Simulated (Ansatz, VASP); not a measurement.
# One calculation of Te, two programs

```
Te
1.0
     2.45407    0.00000    0.00000
     0.00000    2.45407    0.00000
     0.00000    0.00000    2.45407
Te
1
Direct
  0.00000 0.00000 0.00000
```

Change from the starting cell: volume scaled by 0.45, PAW files.

Alike in both runs: task single point; functional PBE; k mesh 12 × 12 × 12; occupations fermi-dirac, width 0.08 eV; no spin polarisation.

|  | VASP | Ansatz |
| --- | --- | --- |
| version | VASP 6.6.1 | Ansatz 0.2.0 |
| potentials or method | VASP PAW PBE potentials, release 64 (Te) | PAW with Ansatz's default frozen-core files, scalar-relativistic |
| plane-wave cutoff (eV) | 520 | 420 |
| valence electrons in the cell | 6 | 16 |

VASP gave:

```
pressure (GPa) : 217.5
```

Q: Which values does Ansatz return?

A: Pressure (GPa): 214.0.

Both programs put the cell under a high pressure, so it lies far from rest at this level. VASP's potentials hold 6 valence electrons a cell and Ansatz's 16, so a difference there can come from the potentials and not from the codes.

Spin-orbit coupling is off throughout. Noted on VASP's run: the cell as given lies far from equilibrium.
